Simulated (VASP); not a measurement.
# Cd3O (I4/mmm) in VASP: relaxation of cell and atoms with PBE

Aim: the relaxation of cell and atoms of Cd3O with PBE.

Program: VASP 6.6.1. These are calculated values, not measurements. Logs are shortened: lines on timing, memory, paths and dates and some standing lists are left out, and cuts for length are marked.

### 1 The cell of the first run

Symmetry: I4/mmm, No. 139, tetragonal system. The conventional cell has a = 3.856 Å, b = 3.856 Å, c = 9.880 Å, α = 90.00°, β = 90.00°, γ = 90.00°. Cd (site symmetry 4/mmm) has 4 O at 2.73 Å and 8 Cd at 3.13 Å within 3.6 Å. Within 3.6 Å of Cd (site symmetry -4m2) lie 8 Cd at 2.73 to 3.13 Å and 4 O at 3.13 Å. O (site symmetry 4/mmm) has 12 Cd at 2.73 to 3.13 Å within 3.6 Å.

### 2 Relaxation of cell and atoms, PBE

Input file INCAR:

```
SYSTEM = Cd3O
PREC = Accurate
ENCUT = 600
EDIFF = 1E-7
ISMEAR = 0
SIGMA = 0.1
LREAL = .False.
LASPH = .True.
NELM = 120
ALGO = Normal
ISIF = 3
LWAVE = .False.
LCHARG = .False.
GGA = PE
IBRION = 2
NSW = 100
EDIFFG = -0.01
GGA_COMPAT = .False.
NELMIN = 4
```

Input file KPOINTS:

```
Automatic mesh
0
Gamma
  16 16 16
  0 0 0
```

Input file POSCAR:

```
Cd3O
1.0
   -1.9280320060      1.9280320060      4.9397960671
    1.9280320060     -1.9280320060      4.9397960671
    1.9280320060      1.9280320060     -4.9397960671
Cd O
3 1
Direct
    0.5000000000      0.5000000000      0.0000000000
    0.2500000000      0.7500000000      0.5000000000
    0.7500000000      0.2500000000      0.5000000000
    0.0000000000      0.0000000000      0.0000000000
```

Potentials or basis: VASP PAW PBE potentials, release 64 (Cd, O).

Run with:

```
> cat potpaw_PBE.64/Cd/POTCAR potpaw_PBE.64/O/POTCAR > POTCAR
> mpirun -np 1 vasp_std > vasp.out
```

OUTCAR:

```text
SYSTEM = Cd3O
   PREC = Accurate
   ENCUT = 600
   EDIFF = 1E-7
   ISMEAR = 0
   LREAL = .False.
   LASPH = .True.
   NELM = 120
   ISIF = 3
   GGA = PE
   IBRION = 2
   NSW = 100
   EDIFFG = -0.01
   NELMIN = 4

 ion  position               nearest neighbor table
   1  0.500  0.500  0.000-   4 2.73   4 2.73   4 2.73   4 2.73   3 3.13   2 3.13   3 3.13   3 3.13
                             2 3.13   2 3.13   3 3.13   2 3.13
   2  0.250  0.750  0.500-   3 2.73   3 2.73   3 2.73   3 2.73   1 3.13   1 3.13   1 3.13   1 3.13

   3  0.750  0.250  0.500-   2 2.73   2 2.73   2 2.73   2 2.73   1 3.13   1 3.13   1 3.13   1 3.13

   4  0.000  0.000  0.000-   1 2.73   1 2.73   1 2.73   1 2.73

  LATTYP: Found a body centered tetragonal cell.
 ALAT       =     3.8560640120
 C/A-ratio  =     2.5620923572

  Lattice vectors:

 A1 = (  -1.9280320060,   1.9280320060,   4.9397960671)
 A2 = (   1.9280320060,  -1.9280320060,   4.9397960671)
 A3 = (   1.9280320060,   1.9280320060,  -4.9397960671)

Analysis of symmetry for initial positions (statically):
=====================================================================
 Subroutine PRICEL returns:
 Original cell was already a primitive cell.

 Routine SETGRP: Setting up the symmetry group for a
 body centered tetragonal supercell.

 Subroutine GETGRP returns: Found 16 space group operations
 (whereof 16 operations were pure point group operations)
 out of a pool of 16 trial point group operations.

The static configuration has the point symmetry D_4h.

Analysis of symmetry for dynamics (positions and initial velocities):
=====================================================================
 Subroutine PRICEL returns:
 Original cell was already a primitive cell.

 Routine SETGRP: Setting up the symmetry group for a
 body centered tetragonal supercell.

 Subroutine GETGRP returns: Found 16 space group operations
 (whereof 16 operations were pure point group operations)
 out of a pool of 16 trial point group operations.

The dynamic configuration has the point symmetry D_4h.

 Subroutine INISYM returns: Found 16 space group operations
 (whereof 16 operations are pure point group operations),
 and found     1 'primitive' translations

----------------------------------------------------------------------------------------

                                     Primitive cell

  volume of cell :      73.4510

  direct lattice vectors                    reciprocal lattice vectors
    -1.928032006  1.928032006  4.939796067     0.000000000  0.259331795  0.101218753
     1.928032006 -1.928032006  4.939796067     0.259331795  0.000000000  0.101218753
     1.928032006  1.928032006 -4.939796067     0.259331795  0.259331795  0.000000000

  length of vectors
     5.642357665  5.642357665  5.642357665     0.278385013  0.278385013  0.366750541

  position of ions in fractional coordinates (direct lattice)
     0.500000000  0.500000000  0.000000000
     0.250000000  0.750000000  0.500000000
     0.750000000  0.250000000  0.500000000
     0.000000000  0.000000000  0.000000000

  ion indices of the primitive-cell ions
   primitive index   ion index
                 1           1
                 2           2
                 3           3
                 4           4

----------------------------------------------------------------------------------------

 KPOINTS: Automatic mesh

Automatic generation of k-mesh.
 Grid dimensions read from file:
 generate k-points for:   16   16   16

 Generating k-lattice:

  Cartesian coordinates                     Fractional coordinates (reciprocal lattice)
     0.000000000  0.016208237  0.006326172     0.062500000  0.000000000  0.000000000
     0.016208237  0.000000000  0.006326172     0.000000000  0.062500000  0.000000000
     0.016208237  0.016208237  0.000000000     0.000000000  0.000000000  0.062500000

  Length of vectors
     0.017399063  0.017399063  0.022921909

  Shift w.r.t. Gamma in fractional coordinates (k-lattice)
     0.000000000  0.000000000  0.000000000

 Subroutine IBZKPT returns following result:
 ===========================================

 Found    349 irreducible k-points:

 Following reciprocal coordinates:
            Coordinates               Weight
  0.000000  0.000000  0.000000      1.000000
  0.062500  0.000000  0.000000      8.000000
  0.125000  0.000000  0.000000      8.000000
  0.187500  0.000000  0.000000      8.000000
  0.250000  0.000000  0.000000      8.000000
  0.312500 -0.000000  0.000000      8.000000
[... 16 lines left out ...]
 -0.125000  0.062500  0.000000     16.000000
 -0.062500  0.062500  0.000000      4.000000
 [... further k-points ...]
   k-points           NKPTS =    349   k-points in BZ     NKDIM =    349   number of bands    NBANDS=     25
   number of dos      NEDOS =    301   number of ions     NIONS =      4
   total plane-waves  NPLWV = 110592
   dimension x,y,z NGX =    48 NGY =   48 NGZ =   48
   dimension x,y,z NGXF=    96 NGYF=   96 NGZF=   96
   ions per type =               3   1
   NGX,Y,Z   is equivalent  to a cutoff of  14.14, 14.14, 14.14 a.u.
   NGXF,Y,Z  is equivalent  to a cutoff of  28.29, 28.29, 28.29 a.u.
 SYSTEM =  Cd3O
   PREC   = accura    normal or accurate (medium, high low for compatibility)
   ISTART =      0    job   : 0-new  1-cont  2-samecut
   ICHARG =      2    charge: 1-file 2-atom 10-const
   ISPIN  =      1    spin polarized calculation?
   LNONCOLLINEAR =      F non collinear calculations
   LSORBIT =      F    spin-orbit coupling
   LASPH  =      T    aspherical Exc in radial PAW
   ENCUT  =  600.0 eV  44.10 Ry    6.64 a.u.  11.27 11.27 11.27*2*pi/ulx,y,z
   NELM   =    120;   NELMIN=  4; NELMDL= -5     # of ELM steps
   EDIFF  = 0.1E-06   stopping-criterion for ELM
   LREAL  =      F    real-space projection
   EDIFFG = -.1E-01   stopping-criterion for IOM
   NSW    =    100    number of steps for IOM
   IBRION =      2    ionic relax: 0-MD 1-quasi-New 2-CG
   NFREE  =      1    steps in history (QN), initial steepest desc. (CG)
   ISIF   =      3    stress and relaxation
   ISYM   =      2    0-nonsym 1-usesym 2-fastsym
   POTIM  = 0.5000    time-step for ionic-motion
   TEBEG  =    0.0;   TEEND  =   0.0 temperature during run
   PSTRESS=    0.0 pullay stress
   NELECT =      42.0000    total number of electrons
   NUPDOWN=      -1.0000    fix difference up-down
   EMIN   =  10.00;   EMAX   =-10.00  energy-range for DOS
   EFERMI =   0.00;   METHOD = LEGACY
   ISMEAR =     0;   SIGMA  =   0.10  broadening in eV -4-tet -1-fermi 0-gaus
   EFERMI_NEDOS =   21; number of points for ismear=-14 and -15
   IALGO  =     38    algorithm
   IMIX   =      4    mixing-type and parameters
     AMIX     =   0.40;   BMIX     =  1.00
     AMIX_MAG =   1.60;   BMIX_MAG =  1.00
  volume/ion in A,a.u.               =      18.36       123.92
  Fermi-wavevector in a.u.,A,eV,Ry     =   1.358810  2.567779 25.121319  1.846365
  Thomas-Fermi vector in A             =   2.485612
   LORBIT       =      0    0 simple, 1 ext, 2 COOP (PROOUT), +10 PAW based schemes
   GGA     = PE    functional components
   LHFCALC =     F    Hartree Fock is set to
   AEXX    =    0.0000 exact exchange contribution
   IVDW    =     0    specifies the selected vdW correction
   LEPSILON=     F    determine dielectric tensor
   LRPA    =     F    only Hartree local field effects (RPA)
 conjugate gradient relaxation of ions
 non-spin polarized calculation
 Gauss-broadening in eV      SIGMA  =   0.10
  energy-cutoff  :      600.00
  volume of cell :       73.45
 maximum number of plane-waves:      2466
 NGX is ok and might be reduce to    48
   NGX = 23   NGY = 23   NGZ = 23

--------------------------------------- Ionic step        1  -------------------------------------------

 number of electron      41.9999997 magnetization

 Free energy of the ion-electron system (eV)
  ---------------------------------------------------
  ext. energy  EPLUGINS =         0.00000000
  ---------------------------------------------------
  free energy    TOTEN  =        -7.08451035 eV

  energy without entropy =       -7.07954426  energy(sigma->0) =       -7.08202731

------------------------ aborting loop because EDIFF is reached ----------------------------------------

  FORCE on cell =-STRESS in cart. coord.  units (eV):
  Direction    XX          YY          ZZ          XY          YZ          ZX
  --------------------------------------------------------------------------------------
  -------------------------------------------------------------------------------------
  Total        0.1751278      0.1751278     -0.0750656      0.0000000      0.0000000      0.0000000
  in kB        3.8200432      3.8200432     -1.6373965      0.0000000      0.0000000      0.0000000
  external PRESSURE =       2.0008966 kB  Pullay stress =       0.0000000 kB

 VOLUME and BASIS-vectors are now :
 -----------------------------------------------------------------------------
  energy-cutoff  :      600.00
  volume of cell :       73.45
      direct lattice vectors                 reciprocal lattice vectors
    -1.928032006  1.928032006  4.939796067     0.000000000  0.259331795  0.101218753
     1.928032006 -1.928032006  4.939796067     0.259331795  0.000000000  0.101218753
     1.928032006  1.928032006 -4.939796067     0.259331795  0.259331795  0.000000000
[... 191 lines left out ...]
 POSITION                                       TOTAL-FORCE (eV/Angst)
 -----------------------------------------------------------------------------------
      1.95188      1.95188      0.00000         0.000000      0.000000      0.000000
      1.95188      0.00000      2.39384         0.000000     -0.000000     -0.000000
      0.00000      1.95188      2.39384        -0.000000     -0.000000      0.000000
      3.90376      0.00000      0.00000         0.000000      0.000000      0.000000
 -----------------------------------------------------------------------------------
    total drift:                               -0.000000     -0.000000      0.000000

  FREE ENERGIE OF THE ION-ELECTRON SYSTEM (eV)
  ---------------------------------------------------
  free  energy   TOTEN  =        -7.0871806035 eV

  energy  without entropy=       -7.0828208301  energy(sigma->0) =       -7.08500072

--------------------------------------- Ionic step        7  -------------------------------------------

 number of electron      42.0000006 magnetization

 Free energy of the ion-electron system (eV)
  ---------------------------------------------------
  ext. energy  EPLUGINS =         0.00000000
  ---------------------------------------------------
  free energy    TOTEN  =        -7.08729106 eV

  energy without entropy =       -7.08281150  energy(sigma->0) =       -7.08505128

 E-fermi :   2.5368     XC(G=0): -11.0210

 val. band max:        2.5107413470   @ k =   0.1250   0.1250   0.0625
 cond. band min:       2.5392360410   @ k =   0.1250   0.0625   0.0625
 fundamental gap:      0.0284946940
 Fermi energy:         2.5368465096

 k-point     1 :       0.0000    0.0000    0.0000
  band No.  band energies     occupation
      1     -13.9436      2.00000
      2      -7.9374      2.00000
      3      -7.6663      2.00000
      4      -7.5254      2.00000
      5      -6.9206      2.00000
      6      -6.9206      2.00000
[... 17 lines left out ...]
     24       5.4953      0.00000
     25       7.9228      0.00000
[... 621 lines left out ...]
      3      -7.6288      2.00000
      4      -7.4828      2.00000
      5      -6.9406      2.00000
      6      -6.8911      2.00000
[... 17 lines left out ...]
     24       5.5585      0.00000
     25       8.4363      0.00000

 [... further k-points ...]

------------------------ aborting loop because EDIFF is reached ----------------------------------------

  FORCE on cell =-STRESS in cart. coord.  units (eV):
  Direction    XX          YY          ZZ          XY          YZ          ZX
  --------------------------------------------------------------------------------------
  -------------------------------------------------------------------------------------
  Total        0.0057105      0.0057105      0.0018172      0.0000000     -0.0000000      0.0000000
  in kB        0.1251120      0.1251120      0.0398141      0.0000000     -0.0000000      0.0000000
  external PRESSURE =       0.0966794 kB  Pullay stress =       0.0000000 kB

 VOLUME and BASIS-vectors are now :
 -----------------------------------------------------------------------------
  energy-cutoff  :      600.00
  volume of cell :       73.13
      direct lattice vectors                 reciprocal lattice vectors
    -1.948724755  1.948724755  4.814182544     0.000000000  0.256578051  0.103859792
     1.948724755 -1.948724755  4.814182544     0.256578051  0.000000000  0.103859792
     1.948724755  1.948724755 -4.814182544     0.256578051  0.256578051  0.000000000

 POSITION                                       TOTAL-FORCE (eV/Angst)
 -----------------------------------------------------------------------------------
      0.00000      0.00000      4.81418         0.000000     -0.000000      0.000000
      1.94872     -0.00000      2.40709        -0.000000      0.000000     -0.000000
     -0.00000      1.94872      2.40709         0.000000     -0.000000      0.000000
     -0.00000      0.00000      0.00000         0.000000     -0.000000      0.000000
 -----------------------------------------------------------------------------------
    total drift:                                0.000000     -0.000000      0.000000

  FREE ENERGIE OF THE ION-ELECTRON SYSTEM (eV)
  ---------------------------------------------------
  free  energy   TOTEN  =        -7.0872910584 eV

  energy  without entropy=       -7.0828115018  energy(sigma->0) =       -7.08505128

 reached required accuracy - stopping structural energy minimisation
```

Run time: 43 min. Hardware: 1 thread of Intel Xeon 6975P-C (Granite Rapids), shared host; peak memory 0.85 GiB.

Results:

* Free energy: -7.0873 eV
* Relaxed volume: 18.28 Å³/atom
* Relaxed cell: a = 5.547 Å, b = 5.547 Å, c = 5.547 Å, α = 138.87°, β = 138.87°, γ = 59.58°
* Space group after relaxing (to 0.1 Å): I4/mmm (No. 139)
* Energy gained by relaxing: 0.7 meV/atom
* Ionic steps: 7
* Pressure after relaxing: 0.0 GPa
* Band gap on the k mesh: zero (bands 21 and 22 overlap by 1.45 eV)

Step by step:
```
step  energy change (eV)  largest force (eV/Å)  pressure (GPa)  volume (Å³)
   1              0.0000                0.0000            0.20        73.45
   2             -0.0005                0.0000           -0.06        73.69
   3             -0.0006                0.0000           -0.22        73.85
   4             -0.0011                0.0000           -0.21        73.76
   5             -0.0022                0.0000           -0.13        73.50
   6             -0.0027                0.0000            0.09        72.96
   7             -0.0028                0.0000            0.01        73.13
```

Final structure:
```
Cd O
1.0
    -1.94872    1.94872    4.81418
     1.94872   -1.94872    4.81418
     1.94872    1.94872   -4.81418
Cd O
3 1
Cartesian
  0.0000 0.0000 4.8142
  1.9487 0.0000 2.4071
  0.0000 1.9487 2.4071
  0.0000 0.0000 0.0000
```

The gap in the log of VASP goes by the Fermi energy; the results here count the filled bands.